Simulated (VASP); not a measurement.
# SnCl (P6_3mc) in VASP: notebook, part 2 of 2

VASP 6.6.1. Earlier steps stand in the parts before.

## Step 3: Single point, PBE

This run uses another cell than the first one, of 23.64 Å³/atom.

INCAR

```
ALGO = Fast
EDIFF = 1E-6
ENCUT = 520
GGA = PE
ISIF = 2
ISMEAR = -1
LASPH = T
LCHARG = F
LREAL = F
LWAVE = F
NBANDS = 29
NELM = 80
PREC = Accurate
SIGMA = 0.05
```

KPOINTS

```
k-points
0
Gamma
  9 9 3
```

POSCAR

```
SnCl
1.0
    3.3245007443      0.0000000000      0.0000000000
   -1.6622503722      2.8791020995      0.0000000000
    0.0000000000      0.0000000000      9.8797004331
Sn Cl
2 2
Direct
    0.6666666667      0.3333333333      0.8185661603
    0.3333333333      0.6666666667      0.3185661603
    0.6666666667      0.3333333333      0.5564348397
    0.3333333333      0.6666666667      0.0564348397
```

Potentials or basis: VASP PAW PBE potentials, release 64 (Sn_d, Cl).

On the command line:

```sh
$ cat potpaw_PBE.64/Sn_d/POTCAR potpaw_PBE.64/Cl/POTCAR > POTCAR
$ mpirun -np 1 vasp_std > vasp.out
```

Wall time 56 s (1 thread of Oxide Virtual Turin-like, shared host); peak memory 0.22 GiB.

The run converged. Its results:

* Free energy: -13.2572 eV
* Pressure: 4.9 GPa
* Largest force: 0.005 eV/Å
* Band gap on the k mesh: zero (bands 21 and 22 overlap by 3.71 eV)

Forces in eV/Å, atoms in the order of the input:
```
Sn   0.000  0.000 -0.005
Sn   0.000  0.000 -0.005
Cl   0.000  0.000  0.005
Cl   0.000  0.000  0.005
```

Levels at points of the mesh, in eV from the Fermi level:
| k point | band 16 | band 17 | band 18 | band 19 | band 20 | band 21 | band 22 | band 23 | band 24 | band 25 |
| --- | --- | --- | --- | --- | --- | --- | --- | --- | --- | --- |
| (0.00, 0.00, 0.00) | -1.83 | -1.41 | -1.41 | -1.35 | -1.35 | 0.79 | 4.59 | 7.15 | 7.15 | 7.15 |

Caveat: the cell stands under pressure; spin-orbit coupling is left out, which moves the levels of the heavy elements.

## Step 4: Single point, PBE

This run uses another cell than the first one, of 25.24 Å³/atom.

INCAR

```
SYSTEM = SnCl
  PREC = Accurate
  ENCUT = 520
  EDIFF = 1E-6
  ISMEAR = -1
  SIGMA = 0.05
  LREAL = .False.
  LASPH = .True.
  NELM = 100
  ALGO = Fast
  ISIF = 2
  LWAVE = .False.
  LCHARG = .False.
  GGA = PE
  NBANDS = 29
```

KPOINTS

```
regular mesh
0
Gamma
  9 9 3
  0 0 0
```

POSCAR

```
SnCl
1.0
    3.4114423716      0.0000000000      0.0000000000
   -1.7057211858      2.9543957574      0.0000000000
    0.0000000000      0.0000000000     10.0176950051
Sn Cl
2 2
Direct
    0.6666666667      0.3333333333      0.8159247548
    0.3333333333      0.6666666667      0.3159247548
    0.6666666667      0.3333333333      0.5590762452
    0.3333333333      0.6666666667      0.0590762452
```

Potentials or basis: VASP PAW PBE potentials, release 64 (Sn_d, Cl).

On the command line:

```sh
$ cat potpaw_PBE.64/Sn_d/POTCAR potpaw_PBE.64/Cl/POTCAR > POTCAR
$ mpirun -np 1 vasp_std > vasp.out
```

OUTCAR:

```text
SYSTEM = SnCl
   PREC = Accurate
   ENCUT = 520
   EDIFF = 1E-6
   ISMEAR = -1
   LREAL = .False.
   LASPH = .True.
   NELM = 100
   ISIF = 2
   GGA = PE

 ion  position               nearest neighbor table
   1  0.667  0.333  0.816-   3 2.57   4 3.13   4 3.13   4 3.13
   2  0.333  0.667  0.316-   4 2.57   3 3.13   3 3.13   3 3.13
   3  0.667  0.333  0.559-   1 2.57   2 3.13   2 3.13   2 3.13
   4  0.333  0.667  0.059-   2 2.57   1 3.13   1 3.13   1 3.13

  LATTYP: Found a hexagonal cell.
 ALAT       =     3.4114423716
 C/A-ratio  =     2.9364983822
[... 966 lines left out ...]
  --------------------------------------------------------------------------------------
  -------------------------------------------------------------------------------------
  Total        1.1922937      1.1922937      1.2138459      0.0000000     -0.0000000      0.0000000
  in kB       18.9199209     18.9199209     19.2619219      0.0000000     -0.0000000      0.0000000
  external PRESSURE =      19.0339212 kB  Pullay stress =       0.0000000 kB

 VOLUME and BASIS-vectors are now :
 -----------------------------------------------------------------------------
  energy-cutoff  :      520.00
  volume of cell :      100.97
      direct lattice vectors                 reciprocal lattice vectors
     3.411442372  0.000000000  0.000000000     0.293131143  0.169239344  0.000000000
    -1.705721186  2.954395757  0.000000000     0.000000000  0.338478688  0.000000000
     0.000000000  0.000000000 10.017695005     0.000000000  0.000000000  0.099823363

 POSITION                                       TOTAL-FORCE (eV/Angst)
 -----------------------------------------------------------------------------------
      1.70572      0.98480      8.17369        -0.000000      0.000000     -0.004541
     -0.00000      1.96960      3.16484         0.000000     -0.000000     -0.004541
      1.70572      0.98480      5.60066        -0.000000     -0.000000      0.004541
     -0.00000      1.96960      0.59181         0.000000     -0.000000      0.004541
 -----------------------------------------------------------------------------------
    total drift:                                0.000000      0.000000     -0.000689

  FREE ENERGIE OF THE ION-ELECTRON SYSTEM (eV)
  ---------------------------------------------------
  free  energy   TOTEN  =       -13.3922911850 eV

  energy  without entropy=      -13.3841183341  energy(sigma->0) =      -13.38820476
```

stdout:

```text
POSCAR found type information on POSCAR SnCl
 POSCAR found :  2 types and       4 ions
 scaLAPACK will be used
 LDA part: xc-table for (Slater+PW92), standard interpolation
 POSCAR, INCAR and KPOINTS ok, starting setup
 FFT: planning ... GRIDC
 FFT: planning ... GRID_SOFT
 FFT: planning ... GRID
 WAVECAR not read
 entering main loop
```

Run time: 62 s. Hardware: 1 thread of Oxide Virtual Turin-like, shared host; peak memory 0.22 GiB.

Results:

```
Free energy            : -13.3923 eV
Pressure               : 1.9 GPa
Largest force          : 0.005 eV/Å
Band gap on the k mesh : zero (bands 21 and 22 overlap by 3.67 eV)
```

Forces in eV/Å, atoms in the order of the input:
```
Sn   0.000  0.000 -0.005
Sn   0.000  0.000 -0.005
Cl   0.000  0.000  0.005
Cl   0.000  0.000  0.005
```

Caveat: spin-orbit coupling is left out, which moves the levels of the heavy elements.

## Step 5: Single point, PBE

This run uses another cell than the first one, of 27.14 Å³/atom.

INCAR

```
PREC     = Accurate       # precision mode
ENCUT    = 520            # plane-wave cutoff, eV
EDIFF    = 1E-7           # SCF threshold, eV
ISMEAR   = -1             # smearing method
SIGMA    = 0.05           # smearing width, eV
LREAL    = False          # projectors in reciprocal space
LASPH    = True           # aspherical terms in the spheres
NELM     = 100            # most SCF steps
ALGO     = Normal         # electronic algorithm
ISIF     = 2              # what is computed and relaxed
LWAVE    = False          # write WAVECAR
LCHARG   = False          # write CHGCAR
GGA      = PE             # functional
NBANDS   = 29             # bands
```

KPOINTS

```
regular mesh
0
Gamma
  9 9 3
```

POSCAR

```
SnCl
1.0
    3.4970136260      0.0000000000      0.0000000000
   -1.7485068130      3.0285026375      0.0000000000
    0.0000000000      0.0000000000     10.2496824711
Sn Cl
2 2
Direct
    0.6666666667      0.3333333333      0.8104205212
    0.3333333333      0.6666666667      0.3104205212
    0.6666666667      0.3333333333      0.5645804788
    0.3333333333      0.6666666667      0.0645804788
```

On the command line:

```sh
$ cat potpaw_PBE.64/Sn_d/POTCAR potpaw_PBE.64/Cl/POTCAR > POTCAR
$ mpirun -np 1 vasp_std > vasp.out
```

It took 55 s on 1 thread of Oxide Virtual Turin-like, shared host; peak memory 0.23 GiB.

Results (log left out):

| Quantity | Value |
| --- | --- |
| Free energy | -13.4350 eV |
| Pressure | -0.1 GPa |
| Largest force | 0.008 eV/Å |
| Band gap on the k mesh | zero (bands 21 and 22 overlap by 3.68 eV) |

Forces in eV/Å, atoms in the order of the input:
```
Sn   0.000  0.000 -0.008
Sn   0.000  0.000 -0.008
Cl   0.000  0.000  0.008
Cl   0.000  0.000  0.008
```

Levels at points of the mesh, in eV from the Fermi level:
| k point | band 17 | band 18 | band 19 | band 20 | band 21 | band 22 | band 23 | band 24 |
| --- | --- | --- | --- | --- | --- | --- | --- | --- |
| (0.00, 0.00, 0.00) | -1.38 | -1.38 | -1.33 | -1.33 | 1.06 | 4.41 | 6.23 | 6.23 |

Caveat: spin-orbit coupling is left out, which moves the levels of the heavy elements.

## Step 6: The runs side by side

| cell | gap on the mesh (eV) | pressure (GPa) | largest force (eV/Å) |
| --- | --- | --- | --- |
| a = 3.226, b = 3.226, c = 9.731 Å, angles 90.0, 90.0, 120.0°, 4 atoms, atomic positions A | none | 9.9 | 0.01 |
| a = 3.325, b = 3.325, c = 9.880 Å, angles 90.0, 90.0, 120.0°, 4 atoms, atomic positions B | none | 4.9 | 0.01 |
| a = 3.411, b = 3.411, c = 10.018 Å, angles 90.0, 90.0, 120.0°, 4 atoms, atomic positions C | none | 1.9 | - |
| a = 3.497, b = 3.497, c = 10.250 Å, angles 90.0, 90.0, 120.0°, 4 atoms, atomic positions D | none | -0.1 | 0.01 |

Alike in all rows: task single point; level PBE; potentials or basis VASP PAW PBE potentials, release 64 (Sn_d, Cl); no spin polarisation; k mesh 9 × 9 × 3; cutoff (eV) 520; smearing fermi-dirac 0.05 eV.

Caveats: spin-orbit coupling is left out, which moves the levels of the heavy elements; the cell stands under pressure (at least some runs).

Absolute energies hang on the potentials; compare differences alone.
